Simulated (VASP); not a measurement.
# Ge (Cmmm) in VASP: a series of runs, part 2 of 2

VASP 6.6.1.

## Step 5: Single point, PBE

This run uses another cell than the first one, of 24.96 Å³/atom.

The input, INCAR:

```
PREC = Accurate ; ENCUT = 520
EDIFF = 1E-7 ; ISMEAR = 0
SIGMA = 0.1 ; LREAL = False
LASPH = True ; NELM = 60
ALGO = Normal ; ISIF = 2
LWAVE = False ; LCHARG = False
GGA = PE ; NBANDS = 28
```

The input, KPOINTS:

```
Automatic mesh
0
Gamma
  12 12 12
```

The input, POSCAR:

```
Ge
1.0
    1.9615977273     -4.9434737665      0.0000000000
    1.9615977273      4.9434737665      0.0000000000
    0.0000000000      0.0000000000      3.8616734938
Ge
3
Direct
    0.6720056612      0.3279943388      0.5000000000
    0.3279943388      0.6720056612      0.5000000000
    0.5000000000      0.5000000000      0.0000000000
```

Potentials or basis: VASP PAW PBE potentials, release 64 (Ge_d).

Launch:

```
$ cat potpaw_PBE.64/Ge_d/POTCAR > POTCAR
$ mpirun -np 1 vasp_std > vasp.out
```

OUTCAR:

```text
PREC = Accurate
   ENCUT = 520
   EDIFF = 1E-7
   ISMEAR = 0
   LREAL = False
   LASPH = True
   NELM = 60
   ISIF = 2
   GGA = PE

 ion  position               nearest neighbor table
   1  0.672  0.328  0.500-   2 2.50   2 2.50   3 2.57   3 2.57
   2  0.328  0.672  0.500-   1 2.50   1 2.50   3 2.57   3 2.57
   3  0.500  0.500  0.000-   1 2.57   2 2.57   1 2.57   2 2.57

  LATTYP: Found a base centered orthorhombic cell.
 ALAT       =     3.9231954546
 B/A-ratio  =     2.5201261694
 C/A-ratio  =     0.9843184054

  Lattice vectors:

 A1 = (   1.9615977273,  -4.9434737665,   0.0000000000)
 A2 = (   1.9615977273,   4.9434737665,   0.0000000000)
 A3 = (   0.0000000000,   0.0000000000,   3.8616734938)

Analysis of symmetry for initial positions (statically):
=====================================================================
 Subroutine PRICEL returns:
 Original cell was already a primitive cell.

 Routine SETGRP: Setting up the symmetry group for a
 base centered orthorhombic supercell.

 Subroutine GETGRP returns: Found  8 space group operations
 (whereof  8 operations were pure point group operations)
 out of a pool of  8 trial point group operations.

The static configuration has the point symmetry D_2h.

Analysis of symmetry for dynamics (positions and initial velocities):
=====================================================================
 Subroutine PRICEL returns:
 Original cell was already a primitive cell.

 Routine SETGRP: Setting up the symmetry group for a
 base centered orthorhombic supercell.

 Subroutine GETGRP returns: Found  8 space group operations
 (whereof  8 operations were pure point group operations)
 out of a pool of  8 trial point group operations.

The dynamic configuration has the point symmetry D_2h.

 Subroutine INISYM returns: Found  8 space group operations
 (whereof  8 operations are pure point group operations),
 and found     1 'primitive' translations

----------------------------------------------------------------------------------------

                                     Primitive cell

  volume of cell :      74.8941

  direct lattice vectors                    reciprocal lattice vectors
     1.961597727 -4.943473767  0.000000000     0.254894259 -0.101143452  0.000000000
     1.961597727  4.943473767  0.000000000     0.254894259  0.101143452  0.000000000
     0.000000000  0.000000000  3.861673494     0.000000000  0.000000000  0.258955088

  length of vectors
     5.318439482  5.318439482  3.861673494     0.274228156  0.274228156  0.258955088

  position of ions in fractional coordinates (direct lattice)
     0.672005661  0.327994339  0.500000000
     0.327994339  0.672005661  0.500000000
     0.500000000  0.500000000  0.000000000

  ion indices of the primitive-cell ions
   primitive index   ion index
                 1           1
                 2           2
                 3           3

----------------------------------------------------------------------------------------

 KPOINTS: Automatic mesh

Automatic generation of k-mesh.
 Grid dimensions read from file:
 generate k-points for:   12   12   12

 Generating k-lattice:

  Cartesian coordinates                     Fractional coordinates (reciprocal lattice)
     0.021241188 -0.008428621  0.000000000     0.083333333 -0.000000000  0.000000000
     0.021241188  0.008428621  0.000000000    -0.000000000  0.083333333  0.000000000
     0.000000000  0.000000000  0.021579591     0.000000000  0.000000000  0.083333333

  Length of vectors
     0.022852346  0.022852346  0.021579591

  Shift w.r.t. Gamma in fractional coordinates (k-lattice)
     0.000000000  0.000000000  0.000000000

 Subroutine IBZKPT returns following result:
 ===========================================

 Found    301 irreducible k-points:

 Following reciprocal coordinates:
            Coordinates               Weight
  0.000000  0.000000  0.000000      1.000000
  0.083333  0.000000  0.000000      4.000000
  0.166667  0.000000  0.000000      4.000000
  0.250000  0.000000  0.000000      4.000000
  0.333333  0.000000  0.000000      4.000000
  0.416667  0.000000  0.000000      4.000000
[... 16 lines left out ...]
  0.500000  0.166667  0.000000      4.000000
 -0.416667  0.166667  0.000000      4.000000
 [... further k-points ...]
   k-points           NKPTS =    301   k-points in BZ     NKDIM =    301   number of bands    NBANDS=     28
   number of dos      NEDOS =    301   number of ions     NIONS =      3
   total plane-waves  NPLWV =  48000
   dimension x,y,z NGX =    40 NGY =   40 NGZ =   30
   dimension x,y,z NGXF=    80 NGYF=   80 NGZF=   60
   ions per type =               3
   NGX,Y,Z   is equivalent  to a cutoff of  12.50, 12.50, 12.92 a.u.
   NGXF,Y,Z  is equivalent  to a cutoff of  25.01, 25.01, 25.83 a.u.
 SYSTEM =  unknown system
   PREC   = accura    normal or accurate (medium, high low for compatibility)
   ISTART =      0    job   : 0-new  1-cont  2-samecut
   ICHARG =      2    charge: 1-file 2-atom 10-const
   ISPIN  =      1    spin polarized calculation?
   LNONCOLLINEAR =      F non collinear calculations
   LSORBIT =      F    spin-orbit coupling
   LASPH  =      T    aspherical Exc in radial PAW
   ENCUT  =  520.0 eV  38.22 Ry    6.18 a.u.   9.89  9.89  7.18*2*pi/ulx,y,z
   NELM   =     60;   NELMIN=  2; NELMDL= -5     # of ELM steps
   EDIFF  = 0.1E-06   stopping-criterion for ELM
   LREAL  =      F    real-space projection
   EDIFFG = 0.1E-05   stopping-criterion for IOM
   NSW    =      0    number of steps for IOM
   IBRION =     -1    ionic relax: 0-MD 1-quasi-New 2-CG
   NFREE  =      0    steps in history (QN), initial steepest desc. (CG)
   ISIF   =      2    stress and relaxation
   ISYM   =      2    0-nonsym 1-usesym 2-fastsym
   POTIM  = 0.5000    time-step for ionic-motion
   TEBEG  =    0.0;   TEEND  =   0.0 temperature during run
   PSTRESS=    0.0 pullay stress
   NELECT =      42.0000    total number of electrons
   NUPDOWN=      -1.0000    fix difference up-down
   EMIN   =  10.00;   EMAX   =-10.00  energy-range for DOS
   EFERMI =   0.00;   METHOD = LEGACY
   ISMEAR =     0;   SIGMA  =   0.10  broadening in eV -4-tet -1-fermi 0-gaus
   EFERMI_NEDOS =   21; number of points for ismear=-14 and -15
   IALGO  =     38    algorithm
   IMIX   =      4    mixing-type and parameters
     AMIX     =   0.40;   BMIX     =  1.00
     AMIX_MAG =   1.60;   BMIX_MAG =  1.00
  volume/ion in A,a.u.               =      24.96       168.47
  Fermi-wavevector in a.u.,A,eV,Ry     =   1.350026  2.551179 24.797560  1.822569
  Thomas-Fermi vector in A             =   2.477564
   LORBIT       =      0    0 simple, 1 ext, 2 COOP (PROOUT), +10 PAW based schemes
   GGA     = PE    functional components
   LHFCALC =     F    Hartree Fock is set to
   AEXX    =    0.0000 exact exchange contribution
   IVDW    =     0    specifies the selected vdW correction
   LEPSILON=     F    determine dielectric tensor
   LRPA    =     F    only Hartree local field effects (RPA)
 non-spin polarized calculation
 Gauss-broadening in eV      SIGMA  =   0.10
  energy-cutoff  :      520.00
  volume of cell :       74.89
 maximum number of plane-waves:      2038
   NGX = 19   NGY = 19   NGZ = 15

 number of electron      42.0000006 magnetization

 Free energy of the ion-electron system (eV)
  ---------------------------------------------------
  ext. energy  EPLUGINS =         0.00000000
  ---------------------------------------------------
  free energy    TOTEN  =       -12.43154179 eV

  energy without entropy =      -12.42606404  energy(sigma->0) =      -12.42880291

 E-fermi :   3.8808     XC(G=0):  -9.5734

 val. band max:        3.8775864054   @ k =  -0.2500   0.0833   0.0000
 cond. band min:       3.8878071646   @ k =  -0.2500   0.0833   0.1667
 fundamental gap:      0.0102207592
 Fermi energy:         3.8807921839

 k-point     1 :       0.0000    0.0000    0.0000
  band No.  band energies     occupation
      1     -20.8197      2.00000
      2     -20.7877      2.00000
      3     -20.7645      2.00000
      4     -20.7401      2.00000
      5     -20.7266      2.00000
      6     -20.7005      2.00000
[... 20 lines left out ...]
     27       8.8402      0.00000
[... 691 lines left out ...]
      6     -20.7139      2.00000
[... 20 lines left out ...]
     27      10.5121      0.00000
     28      11.7027      0.00000

 [... further k-points ...]

------------------------ aborting loop because EDIFF is reached ----------------------------------------

  FORCE on cell =-STRESS in cart. coord.  units (eV):
  Direction    XX          YY          ZZ          XY          YZ          ZX
  --------------------------------------------------------------------------------------
  -------------------------------------------------------------------------------------
  Total       -0.0174787     -0.0072815     -0.0029396     -0.0000000      0.0000000      0.0000000
  in kB       -0.3739149     -0.1557701     -0.0628847     -0.0000000      0.0000000      0.0000000
  external PRESSURE =      -0.1975232 kB  Pullay stress =       0.0000000 kB

 VOLUME and BASIS-vectors are now :
 -----------------------------------------------------------------------------
  energy-cutoff  :      520.00
  volume of cell :       74.89
      direct lattice vectors                 reciprocal lattice vectors
     1.961597727 -4.943473767  0.000000000     0.254894259 -0.101143452  0.000000000
     1.961597727  4.943473767  0.000000000     0.254894259  0.101143452  0.000000000
     0.000000000  0.000000000  3.861673494     0.000000000  0.000000000  0.258955088

 POSITION                                       TOTAL-FORCE (eV/Angst)
 -----------------------------------------------------------------------------------
      1.96160     -1.70061      1.93084         0.000000     -0.001266      0.000000
      1.96160      1.70061      1.93084         0.000000      0.001266     -0.000000
      1.96160      0.00000      0.00000         0.000000     -0.000000     -0.000000
 -----------------------------------------------------------------------------------
    total drift:                               -0.000000      0.000000     -0.000000

  FREE ENERGIE OF THE ION-ELECTRON SYSTEM (eV)
  ---------------------------------------------------
  free  energy   TOTEN  =       -12.4315417873 eV

  energy  without entropy=      -12.4260640407  energy(sigma->0) =      -12.42880291
```

stdout:

```text
POSCAR found type information on POSCAR Ge
 POSCAR found :  1 types and       3 ions
 scaLAPACK will be used
 LDA part: xc-table for (Slater+PW92), standard interpolation
 POSCAR, INCAR and KPOINTS ok, starting setup
 FFT: planning ... GRIDC
 FFT: planning ... GRID_SOFT
 FFT: planning ... GRID
 WAVECAR not read
 entering main loop
```

Wall time 12 min (1 thread of Intel Xeon 8259CL, shared host); peak memory 0.55 GiB.

What came out:

| Property | Result |
| --- | --- |
| Free energy | -12.4315 eV |
| Pressure | 0.0 GPa |
| Band gap on the k mesh | zero (bands 21 and 22 overlap by 2.81 eV) |

Levels at points of the mesh, in eV from the Fermi level:
```tsv
k point	band 17	band 18	band 19	band 20	band 21	band 22	band 23	band 24	band 25	band 26
(0.00, 0.00, 0.00)	-6.78	-6.32	-1.94	-0.91	0.61	1.19	2.35	3.53	4.54	4.69
(0.50, 0.00, 0.00)	-8.61	-5.77	-3.43	-0.99	-0.12	0.33	1.83	4.02	4.82	5.73
(0.50, 0.50, 0.00)	-10.53	-1.76	-1.45	-0.82	-0.64	0.09	1.80	3.20	4.07	5.03
(0.00, 0.00, 0.50)	-8.72	-4.73	-3.58	-2.33	-0.53	-0.43	2.24	3.29	4.00	7.10
(0.50, 0.00, 0.50)	-8.05	-7.69	-3.66	-3.17	-1.32	-0.86	1.01	3.86	3.89	5.47
(0.50, 0.50, 0.50)	-8.36	-7.68	-4.59	-0.75	1.83	1.96	2.01	4.43	5.08	5.38
```

## Step 6: Summary

```csv
task,cell,k mesh,cutoff (eV),gap on the mesh (eV),pressure (GPa),largest force (eV/Å)
single point,"a = 5.009, b = 5.009, c = 3.525 Å, angles 90.0, 90.0, 133.2°, 3 atoms, atomic positions A",6 × 6 × 6,520,none,12.6,0.09
single point,"a = 5.278, b = 5.278, c = 3.876 Å, angles 90.0, 90.0, 135.9°, 3 atoms, atomic positions B",6 × 6 × 6,520,none,0.1,0.01
relaxation of cell and atoms,"relaxed from a = 5.009, b = 5.009, c = 3.525 Å, angles 90.0, 90.0, 133.2°, 3 atoms, atomic positions A",6 × 6 × 6,600,none,0.1,0.01
single point,"a = 5.318, b = 5.318, c = 3.862 Å, angles 90.0, 90.0, 136.7°, 3 atoms, atomic positions B",12 × 12 × 12,520,none,0.0,-
```

Alike in all rows: level PBE; potentials or basis VASP PAW PBE potentials, release 64 (Ge_d); no spin polarisation; smearing gaussian 0.1 eV.

Caveats: the stress differs along the axes, from 5 to 18 GPa (at least some runs); the volume moved by over 15 % at a fixed basis, so the end points are rough (at least some runs).

Absolute energies hang on the potentials; compare differences alone.

The gap in the log of VASP goes by the Fermi energy; the results here count the filled bands.